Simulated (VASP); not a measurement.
Here is a VASP 6.6.1 calculation.

Contents of INCAR:

```
PREC = Accurate
ENCUT = 520
EDIFF = 1E-6
ISMEAR = -1
SIGMA = 0.02
LREAL = F
LASPH = T
NELM = 100
ALGO = Normal
ISIF = 2
LWAVE = F
LCHARG = F
GGA = PE
NBANDS = 36
```

Contents of KPOINTS:

```
regular mesh
0
Gamma
  10 10 10
```

The input POSCAR:

```
InGa2P3
1.0
   -1.9752820567      1.9752820567      8.4556549177
    1.9752820567     -1.9752820567      8.4556549177
    1.9752820567      1.9752820567     -8.4556549177
Ga P In
2 3 1
Direct
    0.8289898267      0.8289898267      0.0000000000
    0.1710101733      0.1710101733      0.0000000000
    0.2500000000      0.7500000000      0.5000000000
    0.5928874339      0.0928874339      0.5000000000
    0.9071125661      0.4071125661      0.5000000000
    0.5000000000      0.5000000000      0.0000000000
```

Potentials or basis: VASP PAW PBE potentials, release 64 (Ga_d, P, In_d).

Command:

```console
$ cat potpaw_PBE.64/Ga_d/POTCAR potpaw_PBE.64/P/POTCAR potpaw_PBE.64/In_d/POTCAR > POTCAR
$ mpirun -np 1 vasp_std > vasp.out
```

(1) Predict the band gap on the k mesh.

(2) Estimate the pressure.

Answers

(1) 1.16 eV.

(2) 2.2 GPa.

Caveat: spin-orbit coupling is left out, which moves the levels of the heavy elements.
